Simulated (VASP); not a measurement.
# Mo4C in VASP: further runs

Runs on Mo4C. Level: LDA. Tasks: single point.

Program: VASP 6.6.1. These are calculated values, not measurements. Logs are shortened: lines on timing, memory, paths and dates and some standing lists are left out, and cuts for length are marked.

### 1 The cell of the first run

The cell holds a slab with vacuum, 5 atoms: a = 3.111 Å, b = 3.111 Å, c = 21.510 Å, α = 90.00°, β = 90.00°, γ = 90.00°.

### 2 Single point, LDA

INCAR

```
SYSTEM = Mo4C
PREC = Accurate ; ENCUT = 520
EDIFF = 1E-6 ; ISMEAR = 0
SIGMA = 0.1 ; LREAL = .False.
LASPH = .True. ; NELM = 80
ALGO = Normal ; ISIF = 2
LWAVE = .False. ; LCHARG = .False.
LDIPOL = .True. ; IDIPOL = 3
DIPOL = 0.5 0.5 0.351 ; GGA = CA
NBANDS = 38
```

KPOINTS

```
Automatic mesh
0
Gamma
  9 9 1
  0 0 0
```

POSCAR

```
Mo4C
1.0
    3.1111816891      0.0000000000      0.0000000000
    0.0000000000      3.1111816891      0.0000000000
    0.0000000000      0.0000000000     21.5098172784
Mo C
4 1
Direct
    0.5000000000      0.5000000000      0.1859615983
    0.0000000000      0.0000000000      0.2582816382
    0.5000000000      0.5000000000      0.3325055024
    0.0000000000      0.0000000000      0.3956248056
    0.5000000000      0.5000000000      0.5839109238
```

Potentials or basis: VASP PAW LDA potentials, release 64 (Mo_sv, C).

The run is started by

```
> cat potpaw_LDA.64/Mo_sv/POTCAR potpaw_LDA.64/C/POTCAR > POTCAR
> mpirun -np 1 vasp_std > vasp.out
```

OUTCAR:

```text
SYSTEM = Mo4C
   PREC = Accurate
   ENCUT = 520
   EDIFF = 1E-6
   ISMEAR = 0
   LREAL = .False.
   LASPH = .True.
   NELM = 80
   ISIF = 2
   GGA = CA

 ion  position               nearest neighbor table
   1  0.500  0.500  0.186-   2 2.69   2 2.69   2 2.69   2 2.69   3 3.15
   2  0.000  0.000  0.258-   1 2.69   1 2.69   1 2.69   1 2.69   3 2.72   3 2.72   3 2.72   3 2.72
                             4 2.95
   3  0.500  0.500  0.333-   4 2.59   4 2.59   4 2.59   4 2.59   2 2.72   2 2.72   2 2.72   2 2.72
                             1 3.15
   4  0.000  0.000  0.396-   3 2.59   3 2.59   3 2.59   3 2.59   2 2.95
   5  0.500  0.500  0.584-

  LATTYP: Found a simple tetragonal cell.
 ALAT       =     3.1111816891
 C/A-ratio  =     6.9137129965

  Lattice vectors:

 A1 = (   3.1111816891,   0.0000000000,   0.0000000000)
 A2 = (   0.0000000000,   3.1111816891,   0.0000000000)
 A3 = (   0.0000000000,   0.0000000000,  21.5098172784)

Analysis of symmetry for initial positions (statically):
=====================================================================
 Subroutine PRICEL returns:
 Original cell was already a primitive cell.

 Routine SETGRP: Setting up the symmetry group for a
 simple tetragonal supercell.

 Subroutine GETGRP returns: Found  8 space group operations
 (whereof  8 operations were pure point group operations)
 out of a pool of 16 trial point group operations.

The static configuration has the point symmetry C_4v.

Analysis of symmetry for dynamics (positions and initial velocities):
=====================================================================
 Subroutine PRICEL returns:
 Original cell was already a primitive cell.

 Routine SETGRP: Setting up the symmetry group for a
 simple tetragonal supercell.

 Subroutine GETGRP returns: Found  8 space group operations
 (whereof  8 operations were pure point group operations)
 out of a pool of 16 trial point group operations.

The dynamic configuration has the point symmetry C_4v.

 Subroutine INISYM returns: Found  8 space group operations
 (whereof  8 operations are pure point group operations),
 and found     1 'primitive' translations

----------------------------------------------------------------------------------------

                                     Primitive cell

  volume of cell :     208.2032
[... 91 lines left out ...]
   ISIF   =      2    stress and relaxation
   ISYM   =      2    0-nonsym 1-usesym 2-fastsym
   POTIM  = 0.5000    time-step for ionic-motion
   TEBEG  =    0.0;   TEEND  =   0.0 temperature during run
   PSTRESS=    0.0 pullay stress
   NELECT =      60.0000    total number of electrons
   NUPDOWN=      -1.0000    fix difference up-down
   EMIN   =  10.00;   EMAX   =-10.00  energy-range for DOS
   EFERMI =   0.00;   METHOD = LEGACY
   ISMEAR =     0;   SIGMA  =   0.10  broadening in eV -4-tet -1-fermi 0-gaus
   EFERMI_NEDOS =   21; number of points for ismear=-14 and -15
   IALGO  =     38    algorithm
   IMIX   =      4    mixing-type and parameters
     AMIX     =   0.40;   BMIX     =  1.00
     AMIX_MAG =   1.60;   BMIX_MAG =  1.00
  volume/ion in A,a.u.               =      41.64       281.00
  Fermi-wavevector in a.u.,A,eV,Ry     =   1.081341  2.043439 15.909276  1.169299
  Thomas-Fermi vector in A             =   2.217355
   LORBIT       =      0    0 simple, 1 ext, 2 COOP (PROOUT), +10 PAW based schemes
   GGA     = CA    functional components
   LHFCALC =     F    Hartree Fock is set to
   AEXX    =    0.0000 exact exchange contribution
   IVDW    =     0    specifies the selected vdW correction
   LEPSILON=     F    determine dielectric tensor
   LRPA    =     F    only Hartree local field effects (RPA)
 non-spin polarized calculation
 Gauss-broadening in eV      SIGMA  =   0.10
  energy-cutoff  :      520.00
  volume of cell :      208.20
 maximum number of plane-waves:      5636
 NGX is ok and might be reduce to    24
   NGX = 11   NGY = 11   NGZ = 79

 dipolmoment           0.000000      0.000000     -0.157547 electrons x Angstroem

 number of electron      59.9999987 magnetization

 dipolmoment           0.000000      0.000000      0.109515 electrons x Angstroem

 Free energy of the ion-electron system (eV)
  ---------------------------------------------------
  ext. energy  EPLUGINS =         0.00000000
  ---------------------------------------------------
  free energy    TOTEN  =       -45.96732978 eV

  energy without entropy =      -45.93425908  energy(sigma->0) =      -45.95079443

 E-fermi :   0.5651     XC(G=0):  -6.1566

 val. band max:        0.5516338971   @ k =   0.3333   0.0000   0.0000
 cond. band min:       0.5773183458   @ k =   0.3333   0.2222   0.0000
 fundamental gap:      0.0256844486
 Fermi energy:         0.5650636087

 k-point     1 :       0.0000    0.0000    0.0000
  band No.  band energies     occupation
      1     -60.0142      2.00000
      2     -59.8133      2.00000
      3     -59.5531      2.00000
      4     -59.4362      2.00000
      5     -34.4664      2.00000
      6     -34.4306      2.00000
[... 604 lines left out ...]
     37       3.1164      0.00000
     38       3.2592      0.00000

------------------------ aborting loop because EDIFF is reached ----------------------------------------

 vacuum level on the upper side and lower side of the slab       (xc-potential included)         0.741        -1.252

  FORCE on cell =-STRESS in cart. coord.  units (eV):
  Direction    XX          YY          ZZ          XY          YZ          ZX
  --------------------------------------------------------------------------------------
  -------------------------------------------------------------------------------------
  Total       -8.9539212     -8.9539212     -3.7667572      0.0000000      0.0000000      0.0000000
  in kB      -68.9027222    -68.9027222    -28.9861634      0.0000000      0.0000000      0.0000000
  external PRESSURE =     -55.5972026 kB  Pullay stress =       0.0000000 kB

 VOLUME and BASIS-vectors are now :
 -----------------------------------------------------------------------------
  energy-cutoff  :      520.00
  volume of cell :      208.20
      direct lattice vectors                 reciprocal lattice vectors
     3.111181689  0.000000000  0.000000000     0.321421280  0.000000000  0.000000000
     0.000000000  3.111181689  0.000000000     0.000000000  0.321421280  0.000000000
     0.000000000  0.000000000 21.509817278     0.000000000  0.000000000  0.046490400

 POSITION                                       TOTAL-FORCE (eV/Angst)
 -----------------------------------------------------------------------------------
      1.55559      1.55559      4.00000         0.000000     -0.000000      1.719458
      0.00000      0.00000      5.55559         0.000000     -0.000000     -1.776886
      1.55559      1.55559      7.15213        -0.000000     -0.000000     -0.194143
      0.00000      0.00000      8.50982        -0.000000      0.000000      0.620738
      1.55559      1.55559     12.55982        -0.000000      0.000000     -0.369166
 -----------------------------------------------------------------------------------
    total drift:                                0.000000     -0.000000      0.000141

  FREE ENERGIE OF THE ION-ELECTRON SYSTEM (eV)
  ---------------------------------------------------
  free  energy   TOTEN  =       -45.9673297813 eV

  energy  without entropy=      -45.9342590835  energy(sigma->0) =      -45.95079443

 vacuum level on the upper side and lower side of the slab         6.561         4.524
```

stdout:

```text
POSCAR found type information on POSCAR MoC
 POSCAR found :  2 types and       5 ions
 scaLAPACK will be used
 LDA part: xc-table for (Slater(with rela. corr.)+CA(PZ))
 , standard interpolation
 POSCAR, INCAR and KPOINTS ok, starting setup
 FFT: planning ... GRIDC
 FFT: planning ... GRID_SOFT
 FFT: planning ... GRID
 WAVECAR not read
 entering main loop
```

Run time: 2.7 min. Hardware: 1 thread of Intel Xeon Platinum 8488C (Sapphire Rapids), shared host; peak memory 0.28 GiB.

What came out:

```yaml
Free_energy: -45.9673 eV
Largest_force: 1.777 eV/Å
Band_gap_on_the_k_mesh: zero (bands 30 and 31 overlap by 1.02 eV)
```

Forces on the atoms (eV/Å):
```
Mo   0.000  0.000  1.719
Mo   0.000  0.000 -1.777
Mo   0.000  0.000 -0.194
Mo   0.000  0.000  0.621
C    0.000  0.000 -0.369
```

Levels at points of the mesh, in eV from the Fermi level:
```tsv
k point	band 27	band 28	band 29	band 30	band 31	band 32	band 33	band 34
(0.00, 0.00, 0.00)	-0.79	-0.77	-0.30	-0.30	-0.07	0.53	0.88	1.05
```

### 3 Single point, LDA

INCAR

```
SYSTEM = Mo4C
PREC = Accurate ; ENCUT = 520
EDIFF = 1E-7 ; ISMEAR = 0
SIGMA = 0.1 ; LREAL = .FALSE.
LASPH = .TRUE. ; NELM = 60
ALGO = Normal ; ISIF = 2
LWAVE = .FALSE. ; LCHARG = .FALSE.
LDIPOL = .TRUE. ; IDIPOL = 3
DIPOL = 0.5 0.5 0.318 ; NBANDS = 38
```

KPOINTS

```
Automatic mesh
0
G
  9 9 1
  0 0 0
```

Changes to POSCAR since step 2:

```diff
@@ -12,2 +12,2 @@
     0.0000000000      0.0000000000      0.3956248056
-    0.5000000000      0.5000000000      0.5839109238
+    0.5000000000      0.5000000000      0.4193349093
```

Potentials or basis: VASP PAW LDA potentials, release 64 (Mo_sv, C).

The run is started by

```
> cat potpaw_LDA.64/Mo_sv/POTCAR potpaw_LDA.64/C/POTCAR > POTCAR
> mpirun -np 1 vasp_std > vasp.out
```

Run time: 3.4 min. Hardware: 1 thread of Intel Xeon Platinum 8488C (Sapphire Rapids), shared host; peak memory 0.28 GiB.

Results (log left out):

```
Free energy            : -53.7044 eV
Largest force          : 7.419 eV/Å
Band gap on the k mesh : zero (bands 30 and 31 overlap by 1.39 eV)
```

Forces in eV/Å, atoms in the order of the input:
```
Mo   0.000  0.000  1.592
Mo   0.000  0.000 -2.565
Mo   0.000  0.000 -7.419
Mo   0.000  0.000  6.222
C    0.000  0.000  2.170
```

Levels at points of the mesh, in eV from the Fermi level:
```
           k point  band 27  band 28  band 29  band 30  band 31  band 32  band 33  band 34
(0.00, 0.00, 0.00)    -1.34    -1.12    -1.12    -0.56    -0.56    -0.12     0.11     0.65
```

The gap in the log of VASP goes by the Fermi energy; the results here count the filled bands.